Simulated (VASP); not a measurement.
Input of a VASP 6.6.1 run:

INCAR

```
SYSTEM = C
  PREC = Accurate
  ENCUT = 520
  EDIFF = 1E-6
  ISMEAR = 0
  SIGMA = 0.02
  LREAL = .FALSE.
  LASPH = .TRUE.
  NELM = 60
  ALGO = Normal
  ISIF = 2
  LWAVE = .FALSE.
  LCHARG = .FALSE.
  GGA = PE
  NBANDS = 26
```

KPOINTS

```
Automatic mesh
0
G
  12 12 4
  0 0 0
```

File POSCAR:

```
C
1.0
    2.5180184915      0.0000000000      0.0000000000
   -1.2590092457      2.1806679808      0.0000000000
    0.0000000000      0.0000000000      8.3045881819
C
8
Direct
    0.0000000000      0.0000000000      0.0929681641
    0.0000000000      0.0000000000      0.5929681641
    0.0000000000      0.0000000000      0.4070318359
    0.0000000000      0.0000000000      0.9070318359
    0.3333333333      0.6666666667      0.1555285626
    0.6666666667      0.3333333333      0.6555285626
    0.3333333333      0.6666666667      0.3444714374
    0.6666666667      0.3333333333      0.8444714374
```

Potentials or basis: VASP PAW PBE potentials, release 64 (C).

Run with:

```console
$ cat potpaw_PBE.64/C/POTCAR > POTCAR
$ mpirun -np 1 vasp_std > vasp.out
```

Q: Estimate the largest force.

A: 0.004 eV/Å.

Q: What does it give for the band gap on the k mesh?

A: 4.53 eV, indirect (least direct gap 5.29 eV).

Q: Predict the pressure.

A: 0.7 GPa.

Forces in eV/Å, atoms in the order of the input:
```
C    0.000  0.000  0.001
C    0.000  0.000  0.001
C    0.000  0.000 -0.001
C    0.000  0.000 -0.001
C    0.000  0.000  0.004
C    0.000  0.000  0.004
C    0.000  0.000 -0.004
C    0.000  0.000 -0.004
```

A k mesh can miss the band edges.
